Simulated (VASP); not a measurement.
# ZrCu14 in VASP: further runs

ZrCu14 is run at these levels: PBE; tasks: single point.

All numbers are computed with VASP 6.6.1; they aren't measurements. Logs are shortened: lines on timing, memory, paths and dates and some standing lists are left out, and cuts for length are marked.

## (1) The cell of the first run

The cell holds a slab with vacuum, 15 atoms: a = 4.444 Å, b = 4.444 Å, c = 20.380 Å, α = 90.00°, β = 90.00°, γ = 120.00°.

## (2) Single point, PBE

The input, INCAR:

```
ALGO = Normal
DIPOL = 0.5 0.5 0.500
EDIFF = 1E-6
ENCUT = 520
GGA = PE
GGA_COMPAT = False
IDIPOL = 3
ISIF = 2
ISMEAR = 1
LASPH = True
LCHARG = True
LDIPOL = True
LELF = True
LREAL = False
LVACPOTAV = True
LVHAR = True
LWAVE = False
NBANDS = 96
NELM = 120
NELMDL = -8
PREC = Accurate
SIGMA = 0.1
```

The input, KPOINTS:

```
k-points
0
Gamma
  6 6 1
```

The input, POSCAR:

```
ZrCu14
1.0
    3.8488627900      2.2221419679      0.0000000000
   -3.8488627900      2.2221419679      0.0000000000
    0.0000000000      0.0000000000     20.3802609458
Cu Zr
14 1
Direct
    0.0000000000      0.0000000000      0.2903982552
    0.3333333333      0.6666666667      0.2913705606
    0.6666666667      0.3333333333      0.2913705606
    0.3336389855      1.0000000000      0.3921769635
    0.6663610145      0.6663610145      0.3921769635
    0.0000000000      0.3336389855      0.3921769635
    0.6657445657      1.0000000000      0.4944524272
    1.0000000000      0.6657445657      0.4944524272
    0.3342554343      0.3342554343      0.4944524272
    0.3333333333      0.6666666667      0.5969341139
    0.6666666667      0.3333333333      0.5969341139
    0.3445652188      1.0000000000      0.7195627517
    0.6554347812      0.6554347812      0.7195627517
    1.0000000000      0.3445652188      0.7195627517
    1.0000000000      1.0000000000      0.6144010064
```

Potentials or basis: VASP PAW PBE potentials, release 64 (Cu, Zr_sv).

Command:

```sh
> cat potpaw_PBE.64/Cu/POTCAR potpaw_PBE.64/Zr_sv/POTCAR > POTCAR
> mpirun -np 1 vasp_std > vasp.out
```

OUTCAR:

```text
EDIFF = 1E-6
   ENCUT = 520
   GGA = PE
   ISIF = 2
   ISMEAR = 1
   LASPH = True
   LREAL = False
   NELM = 120
   NELMDL = -8
   PREC = Accurate

 ion  position               nearest neighbor table
   1  0.000  0.000  0.290-   4 2.55   6 2.55   5 2.55   3 2.57   2 2.57   2 2.57   3 2.57   3 2.57
                             2 2.57
   2  0.333  0.667  0.291-   4 2.53   6 2.53   5 2.53   3 2.57   3 2.57   3 2.57   1 2.57   1 2.57
                             1 2.57
   3  0.667  0.333  0.291-   6 2.53   4 2.53   5 2.53   2 2.57   2 2.57   2 2.57   1 2.57   1 2.57
                             1 2.57
   4  0.334  0.000  0.392-   2 2.53   3 2.53   1 2.55   7 2.55   9 2.56   8 2.56   5 2.56   5 2.56
                             6 2.56   6 2.56   6 2.57   5 2.57
   5  0.666  0.666  0.392-   2 2.53   3 2.53   1 2.55   9 2.55   8 2.56   7 2.56   6 2.56   4 2.56
                             4 2.56   6 2.56   4 2.57   6 2.57
   6  0.000  0.334  0.392-   3 2.53   2 2.53   1 2.55   8 2.55   9 2.56   7 2.56   5 2.56   5 2.56
                             4 2.56   4 2.56   4 2.57   5 2.57
   7  0.666  0.000  0.494-   4 2.55   5 2.56   6 2.56  11 2.56  10 2.56   9 2.56   9 2.56   8 2.56
                             8 2.56   8 2.57   9 2.57  15 2.86
   8  0.000  0.666  0.494-   6 2.55   5 2.56   4 2.56  10 2.56  11 2.56   9 2.56   9 2.56   7 2.56
                             7 2.56   7 2.57   9 2.57  15 2.86
   9  0.334  0.334  0.494-   5 2.55   4 2.56   6 2.56  10 2.56  11 2.56   7 2.56   8 2.56   7 2.56
                             8 2.56   8 2.57   7 2.57  15 2.86
  10  0.333  0.667  0.597-   8 2.56   7 2.56   9 2.56  11 2.57  11 2.57  11 2.57  15 2.59  15 2.59
                            15 2.59
  11  0.667  0.333  0.597-   7 2.56   8 2.56   9 2.56  10 2.57  10 2.57  10 2.57  15 2.59  15 2.59
                            15 2.59
  12  0.345  0.000  0.720-  13 2.52  13 2.52  14 2.52  14 2.52  15 2.63  14 2.65  13 2.65
  13  0.655  0.655  0.720-  12 2.52  14 2.52  12 2.52  14 2.52  15 2.63  14 2.65  12 2.65
  14  0.000  0.345  0.720-  13 2.52  13 2.52  12 2.52  12 2.52  15 2.63  12 2.65  13 2.65
  15  0.000  0.000  0.614-  10 2.59  11 2.59  11 2.59  10 2.59  11 2.59  10 2.59  12 2.63  14 2.63
                            13 2.63   8 2.86   7 2.86   9 2.86

  LATTYP: Found a hexagonal cell.
 ALAT       =     4.4442839358
 C/A-ratio  =     4.5857243237

  Lattice vectors:

 A1 = (   3.8488627900,   2.2221419679,   0.0000000000)
 A2 = (  -3.8488627900,   2.2221419679,   0.0000000000)
 A3 = (   0.0000000000,   0.0000000000,  20.3802609458)

Analysis of symmetry for initial positions (statically):
=====================================================================
 Subroutine PRICEL returns:
 Original cell was already a primitive cell.

 Routine SETGRP: Setting up the symmetry group for a
 hexagonal supercell.

 Subroutine GETGRP returns: Found  6 space group operations
 (whereof  6 operations were pure point group operations)
 out of a pool of 24 trial point group operations.

The static configuration has the point symmetry C_3v.

Analysis of symmetry for dynamics (positions and initial velocities):
=====================================================================
 Subroutine PRICEL returns:
 Original cell was already a primitive cell.

 Routine SETGRP: Setting up the symmetry group for a
 hexagonal supercell.

 Subroutine GETGRP returns: Found  6 space group operations
 (whereof  6 operations were pure point group operations)
 out of a pool of 24 trial point group operations.

The dynamic configuration has the point symmetry C_3v.

 Subroutine INISYM returns: Found  6 space group operations
 (whereof  6 operations are pure point group operations),
 and found     1 'primitive' translations

----------------------------------------------------------------------------------------

                                     Primitive cell

  volume of cell :     348.6133

  direct lattice vectors                    reciprocal lattice vectors
     3.848862790  2.222141968  0.000000000     0.129908502  0.225008126  0.000000000
    -3.848862790  2.222141968  0.000000000    -0.129908502  0.225008126  0.000000000
     0.000000000  0.000000000 20.380260946     0.000000000  0.000000000  0.049067085

  length of vectors
     4.444283936  4.444283936 20.380260946     0.259817004  0.259817004  0.049067085

[... 57 lines left out ...]
 ===========================================

 Found      7 irreducible k-points:

 Following reciprocal coordinates:
            Coordinates               Weight
  0.000000  0.000000  0.000000      1.000000
  0.166667  0.000000  0.000000      6.000000
  0.333333  0.000000  0.000000      6.000000
  0.500000 -0.000000  0.000000      3.000000
  0.166667  0.166667  0.000000      6.000000
  0.333333  0.166667  0.000000     12.000000
  0.333333  0.333333  0.000000      2.000000
   k-points           NKPTS =      7   k-points in BZ     NKDIM =      7   number of bands    NBANDS=     96
   number of dos      NEDOS =    301   number of ions     NIONS =     15
   total plane-waves  NPLWV = 207360
   dimension x,y,z NGX =    36 NGY =   36 NGZ =  160
   dimension x,y,z NGXF=    72 NGYF=   72 NGZF=  320
   ions per type =              14   1
   NGX,Y,Z   is equivalent  to a cutoff of  13.47, 13.47, 13.05 a.u.
   NGXF,Y,Z  is equivalent  to a cutoff of  26.93, 26.93, 26.10 a.u.
 SYSTEM =  unknown system
   PREC   = accura    normal or accurate (medium, high low for compatibility)
   ISTART =      0    job   : 0-new  1-cont  2-samecut
   ICHARG =      2    charge: 1-file 2-atom 10-const
   ISPIN  =      1    spin polarized calculation?
   LNONCOLLINEAR =      F non collinear calculations
   LSORBIT =      F    spin-orbit coupling
   LASPH  =      T    aspherical Exc in radial PAW
   ENCUT  =  520.0 eV  38.22 Ry    6.18 a.u.   8.26  8.26 37.89*2*pi/ulx,y,z
   NELM   =    120;   NELMIN=  2; NELMDL= -8     # of ELM steps
   EDIFF  = 0.1E-05   stopping-criterion for ELM
   LREAL  =      F    real-space projection
   EDIFFG = 0.1E-04   stopping-criterion for IOM
   NSW    =      0    number of steps for IOM
   IBRION =     -1    ionic relax: 0-MD 1-quasi-New 2-CG
   NFREE  =      0    steps in history (QN), initial steepest desc. (CG)
   ISIF   =      2    stress and relaxation
   ISYM   =      2    0-nonsym 1-usesym 2-fastsym
   POTIM  = 0.5000    time-step for ionic-motion
   TEBEG  =    0.0;   TEEND  =   0.0 temperature during run
   PSTRESS=    0.0 pullay stress
   NELECT =     166.0000    total number of electrons
   NUPDOWN=      -1.0000    fix difference up-down
   EMIN   =  10.00;   EMAX   =-10.00  energy-range for DOS
   EFERMI =   0.00;   METHOD = LEGACY
   ISMEAR =     1;   SIGMA  =   0.10  broadening in eV -4-tet -1-fermi 0-gaus
   EFERMI_NEDOS =   21; number of points for ismear=-14 and -15
   IALGO  =     38    algorithm
   IMIX   =      4    mixing-type and parameters
     AMIX     =   0.40;   BMIX     =  1.00
     AMIX_MAG =   1.60;   BMIX_MAG =  1.00
  volume/ion in A,a.u.               =      23.24       156.84
  Fermi-wavevector in a.u.,A,eV,Ry     =   1.278389  2.415804 22.235692  1.634277
  Thomas-Fermi vector in A             =   2.410934
   LORBIT       =      0    0 simple, 1 ext, 2 COOP (PROOUT), +10 PAW based schemes
   GGA     = PE    functional components
   LHFCALC =     F    Hartree Fock is set to
   AEXX    =    0.0000 exact exchange contribution
   IVDW    =     0    specifies the selected vdW correction
   LEPSILON=     F    determine dielectric tensor
   LRPA    =     F    only Hartree local field effects (RPA)
 non-spin polarized calculation
 Methfessel and Paxton  Order N= 1 SIGMA  =   0.10
  energy-cutoff  :      520.00
  volume of cell :      348.61
 maximum number of plane-waves:      9434
 NGX is ok and might be reduce to    36
   NGX = 17   NGY = 17   NGZ = 75

 dipolmoment           0.000000      0.000000      0.004258 electrons x Angstroem

 number of electron     165.9999909 magnetization

 dipolmoment           0.000000      0.000000     -0.011141 electrons x Angstroem

 Free energy of the ion-electron system (eV)
  ---------------------------------------------------
  ext. energy  EPLUGINS =         0.00000000
  ---------------------------------------------------
  free energy    TOTEN  =       -57.86864133 eV

  energy without entropy =      -57.86012970  energy(sigma->0) =      -57.86580412

 E-fermi :   2.1802     XC(G=0):  -7.5738

 val. band max:        2.0853839814   @ k =   0.1667   0.1667   0.0000
 cond. band min:       2.1908345200   @ k =   0.1667   0.1667   0.0000
 fundamental gap:      0.1054505387
 Fermi energy:         2.1802480510

 k-point     1 :       0.0000    0.0000    0.0000
  band No.  band energies     occupation
      1     -46.6691      2.00000
      2     -24.8330      2.00000
      3     -24.7948      2.00000
      4     -24.7948      2.00000
      5      -6.6782      2.00000
      6      -5.6588      2.00000
[... 675 lines left out ...]
     94       5.6667      0.00000
     95       6.8834      0.00000
 [bands above 95 left out]

------------------------ aborting loop because EDIFF is reached ----------------------------------------

  FORCE on cell =-STRESS in cart. coord.  units (eV):
  Direction    XX          YY          ZZ          XY          YZ          ZX
  --------------------------------------------------------------------------------------
  -------------------------------------------------------------------------------------
  Total        4.3037476      4.3037476      0.6417455      0.0000000      0.0000000      0.0000000
  in kB       19.7794133     19.7794133      2.9493711      0.0000000      0.0000000      0.0000000
  external PRESSURE =      14.1693993 kB  Pullay stress =       0.0000000 kB

 VOLUME and BASIS-vectors are now :
 -----------------------------------------------------------------------------
  energy-cutoff  :      520.00
  volume of cell :      348.61
      direct lattice vectors                 reciprocal lattice vectors
     3.848862790  2.222141968  0.000000000     0.129908502  0.225008126  0.000000000
    -3.848862790  2.222141968  0.000000000    -0.129908502  0.225008126  0.000000000
     0.000000000  0.000000000 20.380260946     0.000000000  0.000000000  0.049067085

 POSITION                                       TOTAL-FORCE (eV/Angst)
 -----------------------------------------------------------------------------------
      0.00000      0.00000      5.91839         0.000000      0.000000     -0.024113
     -1.28295      2.22214      5.93821         0.000000     -0.000000     -0.024168
      1.28295      2.22214      5.93821         0.000000     -0.000000     -0.024168
      1.28413      0.74139      7.99267         0.004094      0.002364     -0.002478
      0.00000      2.96150      7.99267         0.000000     -0.004727     -0.002478
     -1.28413      0.74139      7.99267        -0.004094      0.002364     -0.002478
      2.56236      1.47938     10.07707         0.029833      0.017224     -0.015824
     -2.56236      1.47938     10.07707        -0.029833      0.017224     -0.015824
      0.00000      1.48553     10.07707         0.000000     -0.034448     -0.015824
     -1.28295      2.22214     12.16567         0.000000      0.000000      0.044726
      1.28295      2.22214     12.16567         0.000000      0.000000      0.044726
      1.32618      0.76567     14.66488         0.020360      0.011755      0.023157
      0.00000      2.91294     14.66488         0.000000     -0.023510      0.023157
     -1.32618      0.76567     14.66488        -0.020360      0.011755      0.023157
      0.00000      0.00000     12.52165         0.000000     -0.000000     -0.031566
 -----------------------------------------------------------------------------------
    total drift:                                0.000000      0.000003      0.006859

  FREE ENERGIE OF THE ION-ELECTRON SYSTEM (eV)
  ---------------------------------------------------
  free  energy   TOTEN  =       -57.8686413296 eV

  energy  without entropy=      -57.8601297009  energy(sigma->0) =      -57.86580412

 vacuum level on the upper side and lower side of the slab         6.647         6.766
```

Wall time 34 min (1 thread of Intel Xeon 8259CL, shared host); peak memory 0.57 GiB.

What came out:

```yaml
Free_energy: -57.8686 eV
Largest_force: 0.045 eV/Å
Band_gap_on_the_k_mesh: zero (bands 83 and 84 overlap by 1.35 eV)
```

Forces in eV/Å, atoms in the order of the input:
```
Cu   0.000  0.000 -0.024
Cu   0.000  0.000 -0.024
Cu   0.000  0.000 -0.024
Cu   0.004  0.002 -0.002
Cu   0.000 -0.005 -0.002
Cu  -0.004  0.002 -0.002
Cu   0.030  0.017 -0.016
Cu  -0.030  0.017 -0.016
Cu   0.000 -0.034 -0.016
Cu   0.000  0.000  0.045
Cu   0.000  0.000  0.045
Cu   0.020  0.012  0.023
Cu   0.000 -0.024  0.023
Cu  -0.020  0.012  0.023
Zr   0.000  0.000 -0.032
```

## (3) Single point, PBE

The input, INCAR:

```
SYSTEM = ZrCu14
PREC     = Accurate       ! precision mode
ENCUT    = 520            ! plane-wave cutoff, eV
EDIFF    = 1E-6           ! SCF threshold, eV
ISMEAR   = 1              ! smearing method
SIGMA    = 0.1            ! smearing width, eV
LREAL    = .False.        ! projectors in reciprocal space
LASPH    = .True.         ! aspherical terms in the spheres
NELM     = 120            ! most SCF steps
ALGO     = Normal         ! electronic algorithm
ISIF     = 2              ! what is computed and relaxed
LWAVE    = .False.        ! write WAVECAR
LCHARG   = .False.        ! write CHGCAR
LDIPOL   = .True.       
IDIPOL   = 3            
DIPOL    = 0.5 0.5 0.500
GGA      = PE             ! functional
NBANDS   = 96             ! bands
GGA_COMPAT= .False.      
NELMDL   = -8
```

The input, KPOINTS:

```
regular mesh
0
Gamma
  9 9 1
  0 0 0
```

The input, POSCAR:

```
ZrCu14
1.0
    3.8488627900      2.2221419679      0.0000000000
   -3.8488627900      2.2221419679      0.0000000000
    0.0000000000      0.0000000000     20.3802609458
Cu Zr
14 1
Direct
    0.0000000000      0.0000000000      0.2892707822
    0.3333333333      0.6666666667      0.2900461476
    0.6666666667      0.3333333333      0.2900461476
    0.3332072900      1.0000000000      0.3919398846
    0.6667927100      0.6667927100      0.3919398846
    0.0000000000      0.3332072900      0.3919398846
    0.6656232346      1.0000000000      0.4945991430
    1.0000000000      0.6656232346      0.4945991430
    0.3343767654      0.3343767654      0.4945991430
    0.3333333333      0.6666666667      0.5980812440
    0.6666666667      0.3333333333      0.5980812440
    0.3449039306      1.0000000000      0.7200406059
    0.6550960694      0.6550960694      0.7200406059
    1.0000000000      0.3449039306      0.7200406059
    1.0000000000      1.0000000000      0.6147205719
```

Potentials or basis: VASP PAW PBE potentials, release 64 (Cu, Zr_sv).

Command:

```sh
> cat potpaw_PBE.64/Cu/POTCAR potpaw_PBE.64/Zr_sv/POTCAR > POTCAR
> mpirun -np 1 vasp_std > vasp.out
```

It took 49 min on 1 thread of Intel Xeon 8259CL, shared host; peak memory 0.67 GiB.

It converged, with:

- Free energy: -57.9285 eV
- Largest force: 0.027 eV/Å
- Band gap on the k mesh: zero (bands 83 and 84 overlap by 1.64 eV)

Forces on the atoms (eV/Å):
```
Cu   0.000  0.000 -0.027
Cu   0.000  0.000 -0.025
Cu   0.000  0.000 -0.025
Cu   0.002  0.001  0.001
Cu   0.000 -0.002  0.001
Cu  -0.002  0.001  0.001
Cu   0.002  0.001  0.006
Cu  -0.002  0.001  0.006
Cu   0.000 -0.002  0.006
Cu   0.000  0.000  0.005
Cu   0.000  0.000  0.005
Cu   0.002  0.001  0.020
Cu   0.000 -0.002  0.020
Cu  -0.002  0.001  0.020
Zr   0.000  0.000 -0.012
```

Levels at points of the mesh, in eV from the Fermi level:
```
           k point  band 78  band 79  band 80  band 81  band 82  band 83  band 84  band 85  band 86  band 87
(0.00, 0.00, 0.00)    -1.66    -1.32    -0.63    -0.63    -0.43     0.97     1.29     1.29     3.15     3.56
```

The gap in the log of VASP goes by the Fermi energy; the results here count the filled bands.